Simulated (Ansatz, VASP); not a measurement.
## One calculation of Ti5Si, two programs

```
Ti Si
1.0
     2.45791    1.41907    4.36462
    -2.45791    1.41907    4.36462
     0.00000   -2.83815    4.36462
Ti Si
5 1
Direct
  0.15092 0.15092 0.15092
  0.60405 0.39595 0.00000
  0.00000 0.60405 0.39595
  0.84908 0.84908 0.84908
  0.39595 0.00000 0.60405
  0.50000 0.50000 0.50000
```

Alike in both runs: functional LDA; k mesh 12 × 12 × 12; occupations gaussian, width 0.1 eV; no spin polarisation.

Ansatz relaxed the structure, and its values are those at the end. VASP's run is a single point on that final structure, the one shown.

|  | VASP | Ansatz |
| --- | --- | --- |
| version | VASP 6.6.1 | Ansatz 0.2.0 |
| potentials or method | VASP PAW LDA potentials, release 64 (Ti_sv, Si), cutoff 520 eV | scalar-relativistic, plane waves, PAW |
| valence electrons in the cell | 64 | 64 |

|  | VASP | Ansatz | Ansatz less VASP |
| --- | --- | --- | --- |
| gap on the k mesh at the Fermi level (eV) | none | none | - |
| pressure (GPa) | 0.1 | 0.0 | -0.09 |
| rms of the force components (eV/Å) | 0.004 | 0.002 | -0.0018 |

LDA's correlation is that of Perdew and Zunger in VASP and of Perdew and Wang (1992) in Ansatz. A gap of «none» marks a metal or a gap that the smearing closes.
